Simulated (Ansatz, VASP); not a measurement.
C in VASP and in Ansatz

Contents of INCAR:

```
PREC     = Accurate       # precision mode
ENCUT    = 520            # plane-wave cutoff, eV
EDIFF    = 1E-6           # SCF threshold, eV
ISMEAR   = 0              # smearing method
SIGMA    = 0.05           # smearing width, eV
LREAL    = F              # projectors in reciprocal space
LASPH    = T              # aspherical terms in the spheres
NELM     = 80             # most SCF steps
ALGO     = Normal         # electronic algorithm
ISIF     = 2              # what is computed and relaxed
LWAVE    = F              # write WAVECAR
LCHARG   = T              # write CHGCAR
GGA      = PE             # functional
IVDW     = 12             # dispersion correction
LELF     = T              # ELF
LVHAR    = T            
NBANDS   = 11             # bands
```

Contents of KPOINTS:

```
Automatic mesh
0
Gamma
  15 15 15
```

Contents of POSCAR:

```
C
1.0
    1.2324809262      0.7115731945      3.3609366220
   -1.2324809262      0.7115731945      3.3609366220
    0.0000000000     -1.4231463891      3.3609366220
C
2
Direct
    0.1783332903      0.1783332903      0.1572532382
    0.8216667097      0.8216667097      0.8427467618
```

Input for Ansatz:

```yaml
crystal:
  lattice:
    - [1.2324809262, 0.7115731945, 3.360936622]
    - [-1.2324809262, 0.7115731945, 3.360936622]
    - [0.0, -1.4231463891, 3.360936622]
  atoms:
    - { symbol: C, position: [0.1783332903, 0.1783332903, 0.1572532382] }
    - { symbol: C, position: [0.8216667097, 0.8216667097, 0.8427467618] }
basis:
  ecutwfc: 520.0
kpoints:
  mp_grid: { grid: [15, 15, 15] }
hamiltonian:
  xc: pbe
  pseudopotentials: { kind: paw, azcp: { folder: soft_1 } }
  dispersion: d3bj
scf:
  occupations: { method: gaussian, width: 0.05 }
output:
  forces: true
  stress: true
  eigenvalues: true
```

Change from the starting cell: mode 4 frozen in at +0.048 Å and mode 6 at +0.030 Å (largest displacements).

Alike in both runs: task single point; functional PBE; dispersion D3(BJ); k mesh 15 × 15 × 15; occupations gaussian, width 0.05 eV; no spin polarisation.

```csv
,VASP,Ansatz
version,VASP 6.6.1,Ansatz 0.2.0
potentials or method,"VASP PAW PBE potentials, release 64 (C), cutoff 520 eV","scalar-relativistic, plane waves, PAW"
valence electrons in the cell,8,8
```

Ansatz gave:

* gap on the k mesh at the Fermi level (eV): 0.19
* least direct gap on the mesh (eV): 0.19
* pressure (GPa): 1.0
* traceless stress, the component that is largest in VASP (GPa): 6.32
* rms of the force components (eV/Å): 1.902

**Question.** Which values does VASP return?

**Answer.** gap on the k mesh at the Fermi level (eV): 0.19; least direct gap on the mesh (eV): 0.19; pressure (GPa): 1.5; traceless stress, the component that is largest in VASP (GPa): 6.68; rms of the force components (eV/Å): 1.904.

Atom by atom the forces differ by 0.004 eV/Å (rms over components).
